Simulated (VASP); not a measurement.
A run of VASP 6.6.1:

INCAR

```
PREC     = Accurate       # precision mode
ENCUT    = 520            # plane-wave cutoff, eV
EDIFF    = 1E-7           # SCF threshold, eV
ISMEAR   = 0              # smearing method
SIGMA    = 0.05           # smearing width, eV
LREAL    = False          # projectors in reciprocal space
LASPH    = True           # aspherical terms in the spheres
NELM     = 80             # most SCF steps
ALGO     = Normal         # electronic algorithm
ISIF     = 2              # what is computed and relaxed
LWAVE    = False          # write WAVECAR
LCHARG   = False          # write CHGCAR
GGA      = PE             # functional
IVDW     = 12             # dispersion correction
NBANDS   = 35             # bands
```

Contents of KPOINTS:

```
regular mesh
0
Gamma
  12 12 4
```

The input POSCAR:

```
MoS2
1.0
    3.2438316594      0.0000000000      0.0000000000
   -1.6219158297      2.8092406226      0.0000000000
    0.0000000000      0.0000000000     12.0907538840
Mo S
2 4
Direct
    0.3333333333      0.6666666667      0.2500000000
    0.6666666667      0.3333333333      0.7500000000
    0.3333333333      0.6666666667      0.6204905688
    0.6666666667      0.3333333333      0.1204905688
    0.3333333333      0.6666666667      0.8795094312
    0.6666666667      0.3333333333      0.3795094312
```

Potentials or basis: VASP PAW PBE potentials, release 64 (Mo_sv, S).

Command:

```bash
$ cat potpaw_PBE.64/Mo_sv/POTCAR potpaw_PBE.64/S/POTCAR > POTCAR
$ mpirun -np 1 vasp_std > vasp.out
```

Hardware: 1 thread of Intel(R) Xeon(R) 6975P-C (Granite Rapids), on a shared host.

**Question.** How long does it take, and how much memory?

**Answer.** It took 93 s on 1 thread of Intel(R) Xeon(R) 6975P-C (Granite Rapids), on a shared host, peak memory 0.33 GiB. Counts: scf iterations 16, k points 57.
